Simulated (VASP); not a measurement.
# Ta2N (P-3m1) in VASP: single point with r2SCAN

Aim: the single point of Ta2N with r2SCAN.

Everything below comes from runs of VASP 6.6.1. Logs are shortened: lines on timing, memory, paths and dates and some standing lists are left out, and cuts for length are marked.

## Step 1: The cell of the first run

It takes space group P-3m1 (No. 164, trigonal). The conventional cell has a = 3.113 Å, b = 3.113 Å, c = 4.870 Å, α = 90.00°, β = 90.00°, γ = 120.00°. Within 3.2 Å of Ta (site symmetry 3m) lie 3 N at 2.18 Å and 12 Ta at 2.99 to 3.11 Å. N (site symmetry -3m) has 6 Ta at 2.18 Å within 2.9 Å.

## Step 2: Single point, r2SCAN, collinear spin

The input, POSCAR:

```
Ta2N
1.0
    3.1128615060      0.0000000000      0.0000000000
   -1.5564307530      2.6958171426      0.0000000000
    0.0000000000      0.0000000000      4.8698410000
Ta N
2 1
Direct
    0.6666666700      0.3333333300      0.7452890000
    0.3333333300      0.6666666700      0.2547110000
    0.0000000000      0.0000000000      0.0000000000
```

The input, INCAR.step1:

```
SYSTEM = Ta2N
ALGO = Normal
EDIFF = 1E-5
ENCUT = 660
GGA = PE
GGA_COMPAT = .False.
ISMEAR = 0
ISPIN = 2
LASPH = .True.
LCHARG = .False.
LMAXMIX = 4
LREAL = .False.
LWAVE = .True.
MAGMOM = 1 1 0
NBANDS = 26
NELM = 200
PREC = Accurate
SIGMA = 0.1
```

The input, INCAR.step2:

```
SYSTEM = Ta2N
ALGO = Normal
EDIFF = 1E-6
ENCUT = 660
GGA_COMPAT = .False.
ISIF = 2
ISMEAR = 0
ISPIN = 2
ISTART = 1
LASPH = .True.
LCHARG = .True.
LELF = .True.
LMAXMIX = 4
LMIXTAU = .True.
LORBIT = 11
LREAL = .False.
LVHAR = .True.
LWAVE = .False.
MAGMOM = 1 1 0
METAGGA = R2SCAN
NBANDS = 26
NELM = 200
PREC = Accurate
SIGMA = 0.1
```

The input, KPOINTS:

```
k-points
0
Gamma
  6 6 4
  0 0 0
```

Potentials or basis: VASP PAW PBE potentials, release 64 (Ta_sv_GW, N).

On the command line:

```console
$ cat potpaw_PBE.64/Ta_sv_GW/POTCAR potpaw_PBE.64/N/POTCAR > POTCAR
$ cp INCAR.step1 INCAR
$ mpirun -np 1 vasp_std > vasp.out
$ cp INCAR.step2 INCAR
$ mpirun -np 1 vasp_std > vasp.out
```

OUTCAR:

```text
SYSTEM = Ta2N
   EDIFF = 1E-6
   ENCUT = 660
   ISIF = 2
   ISMEAR = 0
   ISPIN = 2
   ISTART = 1
   LASPH = .True.
   LORBIT = 11
   LREAL = .False.
   METAGGA = R2SCAN
   NELM = 200
   PREC = Accurate

 ion  position               nearest neighbor table
   1  0.667  0.333  0.745-   3 2.18   3 2.18   3 2.18   2 2.99   2 2.99   2 2.99   2 3.06   2 3.06
                             2 3.06
   2  0.333  0.667  0.255-   3 2.18   3 2.18   3 2.18   1 2.99   1 2.99   1 2.99   1 3.06   1 3.06
                             1 3.06
   3  0.000  0.000  0.000-   1 2.18   2 2.18   2 2.18   1 2.18   1 2.18   2 2.18

  LATTYP: Found a hexagonal cell.
 ALAT       =     3.1128615060
 C/A-ratio  =     1.5644258476

  Lattice vectors:

 A1 = (   3.1128615060,   0.0000000000,   0.0000000000)
 A2 = (  -1.5564307530,   2.6958171426,   0.0000000000)
 A3 = (   0.0000000000,   0.0000000000,   4.8698410000)

Analysis of symmetry for initial positions (statically):
=====================================================================
 Subroutine PRICEL returns:
 Original cell was already a primitive cell.

 Routine SETGRP: Setting up the symmetry group for a
 hexagonal supercell.

 Subroutine GETGRP returns: Found 12 space group operations
 (whereof 12 operations were pure point group operations)
 out of a pool of 24 trial point group operations.

The static configuration has the point symmetry D_3d.

Analysis of symmetry for dynamics (positions and initial velocities):
=====================================================================
 Subroutine PRICEL returns:
 Original cell was already a primitive cell.

 Routine SETGRP: Setting up the symmetry group for a
 hexagonal supercell.

 Subroutine GETGRP returns: Found 12 space group operations
 (whereof 12 operations were pure point group operations)
 out of a pool of 24 trial point group operations.

The dynamic configuration has the point symmetry D_3d.

Analysis of structural, dynamic, and magnetic symmetry:
=====================================================================
 Subroutine PRICEL returns:
 Original cell was already a primitive cell.

 Routine SETGRP: Setting up the symmetry group for a
 hexagonal supercell.

 Subroutine GETGRP returns: Found 12 space group operations
 (whereof 12 operations were pure point group operations)
 out of a pool of 24 trial point group operations.

The overall configuration has the point symmetry D_3d.

 Subroutine INISYM returns: Found 12 space group operations
 (whereof 12 operations are pure point group operations),
 and found     1 'primitive' translations

----------------------------------------------------------------------------------------

                                     Primitive cell

  volume of cell :      40.8663

  direct lattice vectors                    reciprocal lattice vectors
     3.112861506  0.000000000  0.000000000     0.321247829  0.185472520  0.000000000
    -1.556430753  2.695817143  0.000000000     0.000000000  0.370945041  0.000000000
     0.000000000  0.000000000  4.869841000     0.000000000  0.000000000  0.205345513

  length of vectors
     3.112861506  3.112861506  4.869841000     0.370945041  0.370945041  0.205345513

  position of ions in fractional coordinates (direct lattice)
     0.666666670  0.333333330  0.745289000
     0.333333330  0.666666670  0.254711000
     0.000000000  0.000000000  0.000000000

  ion indices of the primitive-cell ions
   primitive index   ion index
                 1           1
                 2           2
                 3           3

----------------------------------------------------------------------------------------

 KPOINTS: k-points

Automatic generation of k-mesh.
 Grid dimensions read from file:
 generate k-points for:    6    6    4

 Generating k-lattice:

  Cartesian coordinates                     Fractional coordinates (reciprocal lattice)
     0.053541305  0.030912087  0.000000000     0.166666667  0.000000000  0.000000000
     0.000000000  0.061824173  0.000000000     0.000000000  0.166666667  0.000000000
     0.000000000  0.000000000  0.051336378     0.000000000  0.000000000  0.250000000

  Length of vectors
     0.061824173  0.061824173  0.051336378

  Shift w.r.t. Gamma in fractional coordinates (k-lattice)
     0.000000000  0.000000000  0.000000000

 Subroutine IBZKPT returns following result:
 ===========================================

 Found     24 irreducible k-points:

 Following reciprocal coordinates:
            Coordinates               Weight
  0.000000  0.000000  0.000000      1.000000
  0.166667  0.000000  0.000000      6.000000
  0.333333 -0.000000  0.000000      6.000000
  0.500000  0.000000  0.000000      3.000000
  0.166667  0.166667  0.000000      6.000000
  0.333333  0.166667  0.000000     12.000000
[... 16 lines left out ...]
  0.333333  0.166667  0.500000     12.000000
  0.333333  0.333333  0.500000      2.000000
   k-points           NKPTS =     24   k-points in BZ     NKDIM =     24   number of bands    NBANDS=     26
   number of dos      NEDOS =    301   number of ions     NIONS =      3
   total plane-waves  NPLWV =  32928
   dimension x,y,z NGX =    28 NGY =   28 NGZ =   42
   dimension x,y,z NGXF=    56 NGYF=   56 NGZF=   84
   ions per type =               2   1
   NGX,Y,Z   is equivalent  to a cutoff of  14.95, 14.95, 14.34 a.u.
   NGXF,Y,Z  is equivalent  to a cutoff of  29.91, 29.91, 28.68 a.u.
 SYSTEM =  Ta2N
   PREC   = accura    normal or accurate (medium, high low for compatibility)
   ISTART =      1    job   : 0-new  1-cont  2-samecut
   ICHARG =      0    charge: 1-file 2-atom 10-const
   ISPIN  =      2    spin polarized calculation?
   LNONCOLLINEAR =      F non collinear calculations
   LSORBIT =      F    spin-orbit coupling
   LASPH  =      T    aspherical Exc in radial PAW
   ENCUT  =  660.0 eV  48.51 Ry    6.96 a.u.   6.52  6.52 10.20*2*pi/ulx,y,z
   NELM   =    200;   NELMIN=  2; NELMDL=  0     # of ELM steps
   EDIFF  = 0.1E-05   stopping-criterion for ELM
   LREAL  =      F    real-space projection
   EDIFFG = 0.1E-04   stopping-criterion for IOM
   NSW    =      0    number of steps for IOM
   IBRION =     -1    ionic relax: 0-MD 1-quasi-New 2-CG
   NFREE  =      0    steps in history (QN), initial steepest desc. (CG)
   ISIF   =      2    stress and relaxation
   ISYM   =      2    0-nonsym 1-usesym 2-fastsym
   POTIM  = 0.5000    time-step for ionic-motion
   TEBEG  =    0.0;   TEEND  =   0.0 temperature during run
   PSTRESS=    0.0 pullay stress
   NELECT =      31.0000    total number of electrons
   NUPDOWN=      -1.0000    fix difference up-down
   EMIN   =  10.00;   EMAX   =-10.00  energy-range for DOS
   EFERMI =   0.00;   METHOD = LEGACY
   ISMEAR =     0;   SIGMA  =   0.10  broadening in eV -4-tet -1-fermi 0-gaus
   EFERMI_NEDOS =   21; number of points for ismear=-14 and -15
   IALGO  =     38    algorithm
   IMIX   =      4    mixing-type and parameters
     AMIX     =   0.40;   BMIX     =  1.00
     AMIX_MAG =   1.60;   BMIX_MAG =  1.00
  volume/ion in A,a.u.               =      13.62        91.93
  Fermi-wavevector in a.u.,A,eV,Ry     =   1.493048  2.821451 30.329997  2.229192
  Thomas-Fermi vector in A             =   2.605498
   LORBIT       =     11    0 simple, 1 ext, 2 COOP (PROOUT), +10 PAW based schemes
   METAGGA = R2SCAN    functional components
   LHFCALC =     F    Hartree Fock is set to
   AEXX    =    0.0000 exact exchange contribution
   IVDW    =     0    specifies the selected vdW correction
   LEPSILON=     F    determine dielectric tensor
   LRPA    =     F    only Hartree local field effects (RPA)
 spin polarized calculation
 Gauss-broadening in eV      SIGMA  =   0.10
  energy-cutoff  :      660.00
  volume of cell :       40.87
 maximum number of plane-waves:      1616
 NGX is ok and might be reduce to    28
   NGX = 13   NGY = 13   NGZ = 21

 number of electron      30.9999999 magnetization       0.0000004

 number of electron      30.9999999 magnetization      -0.0000003

 Free energy of the ion-electron system (eV)
  ---------------------------------------------------
  ext. energy  EPLUGINS =         0.00000000
  ---------------------------------------------------
  free energy    TOTEN  =      -114.07413851 eV

  energy without entropy =     -114.06753168  energy(sigma->0) =     -114.07083509

 E-fermi :  11.9889     XC(G=0): -14.2343

 val. band max:       11.8222708099   @ k =   0.1667   0.0000   0.0000
 cond. band min:      12.0114565932   @ k =   0.3333  -0.0000   0.5000
 fundamental gap:      0.1891857834
 Fermi energy:        11.9888732823

 spin component 1

 k-point     1 :       0.0000    0.0000    0.0000
  band No.  band energies     occupation
      1     -58.8881      1.00000
      2     -58.8062      1.00000
      3     -25.1621      1.00000
      4     -24.4118      1.00000
      5     -24.4118      1.00000
      6     -24.2847      1.00000
[... 18 lines left out ...]
     25      22.2923      0.00000
     26      25.3468      0.00000
[... 643 lines left out ...]
      3     -24.9470      1.00000
      4     -24.9470      1.00000
      5     -24.8194      1.00000
      6     -24.7678      1.00000
[... 18 lines left out ...]
     25      23.7331      0.00000
     26      23.9291      0.00000
 Fermi energy:        11.9888732823

 spin component 2

 k-point     1 :       0.0000    0.0000    0.0000
  band No.  band energies     occupation
      1     -58.8881      1.00000
      2     -58.8062      1.00000
      3     -25.1621      1.00000
      4     -24.4118      1.00000
      5     -24.4118      1.00000
      6     -24.2847      1.00000
[... 18 lines left out ...]
     25      22.2923      0.00000
     26      25.3468      0.00000
[... 644 lines left out ...]
      4     -24.9470      1.00000
      5     -24.8194      1.00000
      6     -24.7678      1.00000
[... 18 lines left out ...]
     25      23.7987      0.00000
     26      23.9291      0.00000

------------------------ aborting loop because EDIFF is reached ----------------------------------------

  FORCE on cell =-STRESS in cart. coord.  units (eV):
  Direction    XX          YY          ZZ          XY          YZ          ZX
  --------------------------------------------------------------------------------------
  -------------------------------------------------------------------------------------
  Total       -1.5743019     -1.5743019     -1.0094023      0.0000000      0.0000000      0.0000000
  in kB      -61.7210917    -61.7210917    -39.5739920      0.0000000      0.0000000      0.0000000
  external PRESSURE =     -54.3387251 kB  Pullay stress =       0.0000000 kB

 VOLUME and BASIS-vectors are now :
 -----------------------------------------------------------------------------
  energy-cutoff  :      660.00
  volume of cell :       40.87
      direct lattice vectors                 reciprocal lattice vectors
     3.112861506  0.000000000  0.000000000     0.321247829  0.185472520  0.000000000
    -1.556430753  2.695817143  0.000000000     0.000000000  0.370945041  0.000000000
     0.000000000  0.000000000  4.869841000     0.000000000  0.000000000  0.205345513

 POSITION                                       TOTAL-FORCE (eV/Angst)
 -----------------------------------------------------------------------------------
      1.55643      0.89861      3.62944         0.000000      0.000000      0.147192
     -0.00000      1.79721      1.24040        -0.000000      0.000000     -0.147192
      0.00000      0.00000      0.00000         0.000000      0.000000      0.000000
 -----------------------------------------------------------------------------------
    total drift:                                0.000000      0.000000      0.000000

  FREE ENERGIE OF THE ION-ELECTRON SYSTEM (eV)
  ---------------------------------------------------
  free  energy   TOTEN  =      -114.0741385068 eV

  energy  without entropy=     -114.0675316817  energy(sigma->0) =     -114.07083509

 total charge

# of ion       s       p       d       f       tot
--------------------------------------------------
    1        2.713   6.053   2.263   0.068  11.097
    2        2.713   6.053   2.263   0.068  11.097
    3        1.251   2.522   0.000   0.000   3.773
--------------------------------------------------
tot          6.677  14.628   4.526   0.136  25.967

 magnetization (x)

# of ion       s       p       d       f       tot
--------------------------------------------------
    1        0.000  -0.000   0.000   0.000   0.000
    2        0.000  -0.000   0.000   0.000   0.000
    3        0.000   0.000   0.000   0.000   0.000
--------------------------------------------------
tot          0.000  -0.000   0.000   0.000   0.000
```

Run time: 6.3 min. Hardware: 1 thread of Intel Xeon Platinum 8175M at 2.50GHz (Skylake/Cascade Lake), shared host; peak memory 0.26 GiB.

Results:

```yaml
Free_energy: -114.0741 eV
Pressure: -5.4 GPa
Largest_force: 0.147 eV/Å
Net_moment: 0.00 μB per cell
Valence_electrons_inside_the_program's_atomic_spheres: Ta 11.10; N 3.77
```

Forces on the atoms (eV/Å):
```
Ta   0.000  0.000  0.147
Ta   0.000  0.000 -0.147
N    0.000  0.000  0.000
```

Caveat: the k points lie up to 0.39 Å⁻¹ apart; the PAW data sets were made with another functional, which shifts forces and pressure a little; spin-orbit coupling is left out, which moves the levels of the heavy elements.
